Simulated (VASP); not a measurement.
# Ge2Sb2Te5 (P-3m1) in VASP: further runs

Ge2Sb2Te5 is run at these levels: PBE; tasks: single point.

Program: VASP 6.6.1. These are calculated values, not measurements. Logs are shortened: lines on timing, memory, paths and dates and some standing lists are left out, and cuts for length are marked.

**1. The cell of the first run**

The structure is trigonal, space group P-3m1 (No. 164). The conventional cell has a = 4.266 Å, b = 4.266 Å, c = 18.027 Å, α = 90.00°, β = 90.00°, γ = 120.00°. Within 3.7 Å of Ge (site symmetry 3m) lie 6 Te at 2.84 to 3.32 Å. Within 4.0 Å of Sb (site symmetry 3m) lie 6 Te at 3.02 to 3.19 Å. Te (site symmetry -3m) has 6 Sb at 3.19 Å and 6 Te at 4.27 Å within 4.3 Å. Te (site symmetry 3m) has 3 Sb at 3.02 Å and 3 Ge at 3.32 Å within 4.0 Å. Te (site symmetry 3m) has 3 Ge at 2.84 Å within 3.7 Å.

**2. Single point, PBE**

INCAR reads:

```
PREC = Accurate ; ENCUT = 520
EDIFF = 1E-6 ; ISMEAR = 0
SIGMA = 0.1 ; LREAL = False
LASPH = True ; NELM = 60
ALGO = Normal ; ISIF = 2
LWAVE = False ; LCHARG = False
GGA = PE ; NBANDS = 44
```

KPOINTS reads:

```
regular mesh
0
Gamma
  12 12 2
```

POSCAR reads:

```
Ge2Sb2Te5
1.0
    4.2655816901      0.0000000000      0.0000000000
   -2.1327908450      3.6941021055      0.0000000000
    0.0000000000      0.0000000000     18.0272014446
Ge Sb Te
2 2 5
Direct
    0.0000000000      0.0000000000      0.3325291566
    0.0000000000      0.0000000000      0.6674708434
    0.3333333333      0.6666666667      0.1124182054
    0.6666666667      0.3333333333      0.8875817946
    0.0000000000      0.0000000000      0.0000000000
    0.3333333333      0.6666666667      0.7907418314
    0.6666666667      0.3333333333      0.2092581686
    0.3333333333      0.6666666667      0.4109745354
    0.6666666667      0.3333333333      0.5890254646
```

Potentials or basis: VASP PAW PBE potentials, release 64 (Ge_d, Sb, Te).

The run is started by

```console
cat potpaw_PBE.64/Ge_d/POTCAR potpaw_PBE.64/Sb/POTCAR potpaw_PBE.64/Te/POTCAR > POTCAR
mpirun -np 1 vasp_std > vasp.out
```

OUTCAR:

```text
PREC = Accurate
   ENCUT = 520
   EDIFF = 1E-6
   ISMEAR = 0
   LREAL = False
   LASPH = True
   NELM = 60
   ISIF = 2
   GGA = PE

 ion  position               nearest neighbor table
   1  0.000  0.000  0.333-   8 2.84   8 2.84   8 2.84
   2  0.000  0.000  0.667-   9 2.84   9 2.84   9 2.84
   3  0.333  0.667  0.112-   7 3.02   7 3.02   7 3.02   5 3.19   5 3.19   5 3.19
   4  0.667  0.333  0.888-   6 3.02   6 3.02   6 3.02   5 3.19   5 3.19   5 3.19
   5  0.000  0.000  0.000-   3 3.19   4 3.19   3 3.19   4 3.19   4 3.19   3 3.19
   6  0.333  0.667  0.791-   4 3.02   4 3.02   4 3.02
   7  0.667  0.333  0.209-   3 3.02   3 3.02   3 3.02
   8  0.333  0.667  0.411-   1 2.84   1 2.84   1 2.84
   9  0.667  0.333  0.589-   2 2.84   2 2.84   2 2.84

  LATTYP: Found a hexagonal cell.
 ALAT       =     4.2655816901
 C/A-ratio  =     4.2262000248

  Lattice vectors:

 A1 = (   4.2655816901,   0.0000000000,   0.0000000000)
 A2 = (  -2.1327908450,   3.6941021055,   0.0000000000)
 A3 = (   0.0000000000,   0.0000000000,  18.0272014446)

Analysis of symmetry for initial positions (statically):
=====================================================================
 Subroutine PRICEL returns:
 Original cell was already a primitive cell.

 Routine SETGRP: Setting up the symmetry group for a
 hexagonal supercell.

 Subroutine GETGRP returns: Found 12 space group operations
 (whereof 12 operations were pure point group operations)
 out of a pool of 24 trial point group operations.

The static configuration has the point symmetry D_3d.

Analysis of symmetry for dynamics (positions and initial velocities):
=====================================================================
 Subroutine PRICEL returns:
 Original cell was already a primitive cell.

 Routine SETGRP: Setting up the symmetry group for a
 hexagonal supercell.

 Subroutine GETGRP returns: Found 12 space group operations
 (whereof 12 operations were pure point group operations)
 out of a pool of 24 trial point group operations.

The dynamic configuration has the point symmetry D_3d.

 Subroutine INISYM returns: Found 12 space group operations
 (whereof 12 operations are pure point group operations),
 and found     1 'primitive' translations

----------------------------------------------------------------------------------------

                                     Primitive cell

  volume of cell :     284.0635

  direct lattice vectors                    reciprocal lattice vectors
     4.265581690  0.000000000  0.000000000     0.234434615  0.135350888  0.000000000
    -2.132790845  3.694102105  0.000000000     0.000000000  0.270701776  0.000000000
     0.000000000  0.000000000 18.027201445     0.000000000  0.000000000  0.055471727

  length of vectors
     4.265581690  4.265581690 18.027201445     0.270701776  0.270701776  0.055471727

  position of ions in fractional coordinates (direct lattice)
     0.000000000  0.000000000  0.332529157
     0.000000000  0.000000000  0.667470843
     0.333333333  0.666666667  0.112418205
     0.666666667  0.333333333  0.887581795
     0.000000000  0.000000000  0.000000000
     0.333333333  0.666666667  0.790741831
     0.666666667  0.333333333  0.209258169
     0.333333333  0.666666667  0.410974535
     0.666666667  0.333333333  0.589025465

  ion indices of the primitive-cell ions
   primitive index   ion index
                 1           1
                 2           2
                 3           3
                 4           4
                 5           5
                 6           6
                 7           7
                 8           8
                 9           9

----------------------------------------------------------------------------------------

 KPOINTS: regular mesh

Automatic generation of k-mesh.
 Grid dimensions read from file:
 generate k-points for:   12   12    2

 Generating k-lattice:

  Cartesian coordinates                     Fractional coordinates (reciprocal lattice)
     0.019536218  0.011279241  0.000000000     0.083333333  0.000000000  0.000000000
     0.000000000  0.022558481  0.000000000     0.000000000  0.083333333  0.000000000
     0.000000000  0.000000000  0.027735864     0.000000000  0.000000000  0.500000000

  Length of vectors
     0.022558481  0.022558481  0.027735864

  Shift w.r.t. Gamma in fractional coordinates (k-lattice)
     0.000000000  0.000000000  0.000000000

 Subroutine IBZKPT returns following result:
 ===========================================

 Found     38 irreducible k-points:

 Following reciprocal coordinates:
            Coordinates               Weight
  0.000000  0.000000  0.000000      1.000000
  0.083333  0.000000  0.000000      6.000000
  0.166667  0.000000  0.000000      6.000000
  0.250000  0.000000  0.000000      6.000000
  0.333333  0.000000  0.000000      6.000000
  0.416667 -0.000000  0.000000      6.000000
[... 16 lines left out ...]
  0.250000  0.000000  0.500000      6.000000
  0.333333  0.000000  0.500000      6.000000
 [... further k-points ...]
   k-points           NKPTS =     38   k-points in BZ     NKDIM =     38   number of bands    NBANDS=     44
   number of dos      NEDOS =    301   number of ions     NIONS =      9
   total plane-waves  NPLWV = 143360
   dimension x,y,z NGX =    32 NGY =   32 NGZ =  140
   dimension x,y,z NGXF=    64 NGYF=   64 NGZF=  280
   ions per type =               2   2   5
   NGX,Y,Z   is equivalent  to a cutoff of  12.47, 12.47, 12.91 a.u.
   NGXF,Y,Z  is equivalent  to a cutoff of  24.94, 24.94, 25.82 a.u.
 SYSTEM =  unknown system
   PREC   = accura    normal or accurate (medium, high low for compatibility)
   ISTART =      0    job   : 0-new  1-cont  2-samecut
   ICHARG =      2    charge: 1-file 2-atom 10-const
   ISPIN  =      1    spin polarized calculation?
   LNONCOLLINEAR =      F non collinear calculations
   LSORBIT =      F    spin-orbit coupling
   LASPH  =      T    aspherical Exc in radial PAW
   ENCUT  =  520.0 eV  38.22 Ry    6.18 a.u.   7.93  7.93 33.52*2*pi/ulx,y,z
   NELM   =     60;   NELMIN=  2; NELMDL= -5     # of ELM steps
   EDIFF  = 0.1E-05   stopping-criterion for ELM
   LREAL  =      F    real-space projection
   EDIFFG = 0.1E-04   stopping-criterion for IOM
   NSW    =      0    number of steps for IOM
   IBRION =     -1    ionic relax: 0-MD 1-quasi-New 2-CG
   NFREE  =      0    steps in history (QN), initial steepest desc. (CG)
   ISIF   =      2    stress and relaxation
   ISYM   =      2    0-nonsym 1-usesym 2-fastsym
   POTIM  = 0.5000    time-step for ionic-motion
   TEBEG  =    0.0;   TEEND  =   0.0 temperature during run
   PSTRESS=    0.0 pullay stress
   NELECT =      68.0000    total number of electrons
   NUPDOWN=      -1.0000    fix difference up-down
   EMIN   =  10.00;   EMAX   =-10.00  energy-range for DOS
   EFERMI =   0.00;   METHOD = LEGACY
   ISMEAR =     0;   SIGMA  =   0.10  broadening in eV -4-tet -1-fermi 0-gaus
   EFERMI_NEDOS =   21; number of points for ismear=-14 and -15
   IALGO  =     38    algorithm
   IMIX   =      4    mixing-type and parameters
     AMIX     =   0.40;   BMIX     =  1.00
     AMIX_MAG =   1.60;   BMIX_MAG =  1.00
  volume/ion in A,a.u.               =      31.56       213.00
  Fermi-wavevector in a.u.,A,eV,Ry     =   1.016497  1.920900 14.058432  1.033266
  Thomas-Fermi vector in A             =   2.149844
   LORBIT       =      0    0 simple, 1 ext, 2 COOP (PROOUT), +10 PAW based schemes
   GGA     = PE    functional components
   LHFCALC =     F    Hartree Fock is set to
   AEXX    =    0.0000 exact exchange contribution
   IVDW    =     0    specifies the selected vdW correction
   LEPSILON=     F    determine dielectric tensor
   LRPA    =     F    only Hartree local field effects (RPA)
 non-spin polarized calculation
 Gauss-broadening in eV      SIGMA  =   0.10
  energy-cutoff  :      520.00
  volume of cell :      284.06
 maximum number of plane-waves:      7710
 NGX is ok and might be reduce to    32
   NGX = 15   NGY = 15   NGZ = 67

 number of electron      68.0000034 magnetization

 Free energy of the ion-electron system (eV)
  ---------------------------------------------------
  ext. energy  EPLUGINS =         0.00000000
  ---------------------------------------------------
  free energy    TOTEN  =       -33.85186303 eV

  energy without entropy =      -33.84686465  energy(sigma->0) =      -33.84936384

 E-fermi :   5.9418     XC(G=0):  -9.2106

 val. band max:        5.8626775095   @ k =   0.1667   0.0000   0.0000
 cond. band min:       5.9471126929   @ k =   0.0833   0.0000   0.5000
 fundamental gap:      0.0844351834
 Fermi energy:         5.9418255621

 k-point     1 :       0.0000    0.0000    0.0000
  band No.  band energies     occupation
      1     -18.9427      2.00000
      2     -18.9427      2.00000
      3     -18.9427      2.00000
      4     -18.9427      2.00000
      5     -18.9313      2.00000
      6     -18.9313      2.00000
[... 36 lines left out ...]
     43       7.8102      0.00000
     44       8.0202      0.00000

 k-point     2 :       0.0833    0.0000    0.0000
  band No.  band energies     occupation
      1     -18.9429      2.00000
      2     -18.9429      2.00000
      3     -18.9426      2.00000
      4     -18.9426      2.00000
      5     -18.9314      2.00000
      6     -18.9314      2.00000
[... 36 lines left out ...]
     43       8.0622      0.00000
     44       8.2332      0.00000

 k-point     3 :       0.1667    0.0000    0.0000
  band No.  band energies     occupation
      1     -18.9432      2.00000
      2     -18.9432      2.00000
      3     -18.9421      2.00000
      4     -18.9421      2.00000
      5     -18.9316      2.00000
      6     -18.9316      2.00000
[... 36 lines left out ...]
     43       8.3344      0.00000
     44       8.5872      0.00000

 k-point     4 :       0.2500    0.0000    0.0000
  band No.  band energies     occupation
      1     -18.9436      2.00000
      2     -18.9436      2.00000
      3     -18.9416      2.00000
      4     -18.9416      2.00000
      5     -18.9319      2.00000
      6     -18.9319      2.00000
[... 882 lines left out ...]
     43       8.2920      0.00000
     44       8.6415      0.00000

 k-point    23 :       0.2500    0.0000    0.5000
  band No.  band energies     occupation
      1     -18.9436      2.00000
      2     -18.9436      2.00000
      3     -18.9416      2.00000
      4     -18.9416      2.00000
      5     -18.9319      2.00000
      6     -18.9319      2.00000
[... 36 lines left out ...]
     43       8.8091      0.00000
     44       8.9004      0.00000

 k-point    24 :       0.3333    0.0000    0.5000
  band No.  band energies     occupation
      1     -18.9441      2.00000
      2     -18.9441      2.00000
      3     -18.9410      2.00000
      4     -18.9410      2.00000
      5     -18.9322      2.00000
      6     -18.9322      2.00000
[... 36 lines left out ...]
     43       8.9270      0.00000
     44       8.9274      0.00000

 [... further k-points ...]
[... 5 lines left out ...]
  --------------------------------------------------------------------------------------
  -------------------------------------------------------------------------------------
  Total       -0.0132773     -0.0132773      0.0450260     -0.0000000      0.0000000      0.0000000
  in kB       -0.0748866     -0.0748866      0.2539562     -0.0000000      0.0000000      0.0000000
  external PRESSURE =       0.0347277 kB  Pullay stress =       0.0000000 kB

 VOLUME and BASIS-vectors are now :
 -----------------------------------------------------------------------------
  energy-cutoff  :      520.00
  volume of cell :      284.06
      direct lattice vectors                 reciprocal lattice vectors
     4.265581690  0.000000000  0.000000000     0.234434615  0.135350888  0.000000000
    -2.132790845  3.694102105  0.000000000     0.000000000  0.270701776  0.000000000
     0.000000000  0.000000000 18.027201445     0.000000000  0.000000000  0.055471727

 POSITION                                       TOTAL-FORCE (eV/Angst)
 -----------------------------------------------------------------------------------
      0.00000      0.00000      5.99457         0.000000     -0.000000     -0.016546
      0.00000      0.00000     12.03263        -0.000000      0.000000      0.016546
     -0.00000      2.46273      2.02659         0.000000      0.000000     -0.016235
      2.13279      1.23137     16.00062         0.000000      0.000000      0.016235
      0.00000      0.00000      0.00000         0.000000      0.000000     -0.000000
     -0.00000      2.46273     14.25486        -0.000000      0.000000     -0.011024
      2.13279      1.23137      3.77234         0.000000     -0.000000      0.011024
     -0.00000      2.46273      7.40872         0.000000     -0.000000      0.014806
      2.13279      1.23137     10.61848        -0.000000      0.000000     -0.014806
 -----------------------------------------------------------------------------------
    total drift:                               -0.000000     -0.000000      0.000000

  FREE ENERGIE OF THE ION-ELECTRON SYSTEM (eV)
  ---------------------------------------------------
  free  energy   TOTEN  =       -33.8518630307 eV

  energy  without entropy=      -33.8468646492  energy(sigma->0) =      -33.84936384
```

It took 13 min on 1 thread of Intel Xeon Platinum 8259CL at 2.50GHz (Skylake/Cascade Lake), shared host; peak memory 0.64 GiB.

Results:

```yaml
Free_energy: -33.8519 eV
Pressure: 0.0 GPa
Largest_force: 0.017 eV/Å
Band_gap_on_the_k_mesh: 0.03 eV
```

Forces in eV/Å, atoms in the order of the input:
```
Ge   0.000  0.000 -0.017
Ge   0.000  0.000  0.017
Sb   0.000  0.000 -0.016
Sb   0.000  0.000  0.016
Te   0.000  0.000  0.000
Te   0.000  0.000 -0.011
Te   0.000  0.000  0.011
Te   0.000  0.000  0.015
Te   0.000  0.000 -0.015
```

Levels at points of the mesh, in eV from the valence-band top:
```
           k point  band 32  band 33  band 34  band 35  band 36  band 37
(0.00, 0.00, 0.00)    -1.33    -1.17    -0.14     0.12     0.12     0.17
(0.50, 0.00, 0.00)    -1.79    -1.28    -1.25     0.37     0.42     0.65
(0.00, 0.00, 0.50)    -1.48    -1.04    -0.15     0.13     0.13     0.17
(0.50, 0.00, 0.50)    -1.95    -1.72    -0.72     0.03     0.57     0.84
```

Caveat: the smearing spreads over this small gap; spin-orbit coupling is left out, which moves the levels of the heavy elements; this functional lacks dispersion, which binds layers or chains, so the pressure and a relaxed spacing across them are unreliable.

**3. Single point, PBE (27.81 Å³/atom)**

This run uses another cell than the first one, of 27.81 Å³/atom.

INCAR reads:

```
PREC = Accurate ; ENCUT = 520
EDIFF = 1E-7 ; ISMEAR = 0
SIGMA = 0.1 ; LREAL = False
LASPH = True ; NELM = 80
ALGO = Normal ; ISIF = 2
LWAVE = False ; LCHARG = False
GGA = PE ; NBANDS = 44
```

KPOINTS is that of step 2.

POSCAR reads:

```
Ge2Sb2Te5
1.0
    4.1510586997      0.0000000000      0.0000000000
   -2.0755293499      3.5949222866      0.0000000000
    0.0000000000      0.0000000000     16.7733588141
Ge Sb Te
2 2 5
Direct
    0.0000000000      0.0000000000      0.3401808812
    0.0000000000      0.0000000000      0.6598191188
    0.3333333333      0.6666666667      0.1184293779
    0.6666666667      0.3333333333      0.8815706221
    0.0000000000      0.0000000000      0.0000000000
    0.3333333333      0.6666666667      0.7761799206
    0.6666666667      0.3333333333      0.2238200794
    0.3333333333      0.6666666667      0.4250644487
    0.6666666667      0.3333333333      0.5749355513
```

Potentials or basis: VASP PAW PBE potentials, release 64 (Ge_d, Sb, Te).

The run is started by

```console
cat potpaw_PBE.64/Ge_d/POTCAR potpaw_PBE.64/Sb/POTCAR potpaw_PBE.64/Te/POTCAR > POTCAR
mpirun -np 1 vasp_std > vasp.out
```

It took 6.3 min on 1 thread of Intel Xeon 6975P-C (Granite Rapids), shared host; peak memory 0.57 GiB.

Results (log left out):

| Property | Result |
| --- | --- |
| Free energy | -33.4457 eV |
| Pressure | 4.8 GPa |
| Largest force | 0.030 eV/Å |
| Band gap on the k mesh | zero (bands 34 and 35 overlap by 0.10 eV) |

Forces on the atoms (eV/Å):
```
Ge   0.000  0.000 -0.025
Ge   0.000  0.000  0.025
Sb   0.000  0.000 -0.013
Sb   0.000  0.000  0.013
Te   0.000  0.000  0.000
Te   0.000  0.000 -0.009
Te   0.000  0.000  0.009
Te   0.000  0.000  0.030
Te   0.000  0.000 -0.030
```

Levels at points of the mesh, in eV from the Fermi level:
```
           k point  band 31  band 32  band 33  band 34  band 35  band 36  band 37  band 38
(0.00, 0.00, 0.00)    -1.50    -1.23    -0.89    -0.06    -0.06     0.02     0.64     0.94
(0.50, 0.00, 0.00)    -2.10    -2.04    -1.23    -1.05     0.06     0.53     0.70     1.50
(0.00, 0.00, 0.50)    -1.59    -1.59    -0.79    -0.02     0.03     0.03     0.70     0.73
(0.50, 0.00, 0.50)    -2.42    -2.19    -1.73    -0.40     0.00     0.24     1.02     1.68
```

Caveat: the cell stands under pressure; spin-orbit coupling is left out, which moves the levels of the heavy elements.

The gap in the log of VASP goes by the Fermi energy; the results here count the filled bands.